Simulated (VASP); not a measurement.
Input of a VASP 6.6.1 run:

Contents of INCAR:

```
SYSTEM = ScAl3N4
ALGO = Normal ; EDIFF = 1E-6
ENCUT = 520 ; GGA = PS
ISIF = 2 ; ISMEAR = 0
LASPH = .TRUE. ; LCHARG = .FALSE.
LREAL = Auto ; LWAVE = .FALSE.
NBANDS = 54 ; NELM = 100
PREC = Accurate ; SIGMA = 0.01
```

File KPOINTS:

```
k-points
0
G
  6 6 4
  0 0 0
```

File POSCAR:

```
ScAl3N4
1.0
    4.8412202811     -2.7938643274     -0.0067421579
   -3.2301209989     -0.0168054625     -4.9154959871
    3.2613108129      5.6463313758     -0.0013378318
Sc Al N
2 6 8
Direct
    0.3576014856      0.0500809025      0.0094947203
    0.9442846218      0.5459385599      0.1374178097
    0.8457155935      0.0312402809      0.2608216536
    0.3517593753      0.0359786486      0.5117476629
    0.8539024722      0.0372185187      0.7558624521
    0.4305486805      0.5317222304      0.3884673118
    0.9347871653      0.5350382696      0.6336792717
    0.4357915188      0.5414518199      0.8801390248
    0.6075315114      0.5717124153      0.1444083026
    0.1295778856      0.5823416783      0.4047576826
    0.6273511149      0.5813671816      0.6435419929
    0.1269672579      0.5828923284      0.8877192772
    0.7180843924      0.0767516925      0.0191682471
    0.1979544700      0.0727152849      0.2763294068
    0.7042301163      0.0797183974      0.5197549114
    0.2059123384      0.0878317916      0.7626902725
```

Potentials or basis: VASP PAW PBE potentials, release 64 (Sc_sv, Al, N).

Command:

```bash
$ cat potpaw_PBE.64/Sc_sv/POTCAR potpaw_PBE.64/Al/POTCAR potpaw_PBE.64/N/POTCAR > POTCAR
$ mpirun -np 1 vasp_std > vasp.out
```

(1) Predict the band gap on the k mesh.

(2) Predict the pressure.

(3) Estimate the largest force.

Results:

(1) 2.57 eV (least direct gap 2.60 eV).

(2) 3.3 GPa.

(3) 2.253 eV/Å.

Caveat: the cell differs from its parent crystal (atoms moved along the polar distortion); the stress differs along the axes, from -13 to 12 GPa; the PAW data sets were made with another functional, which shifts forces and pressure a little.
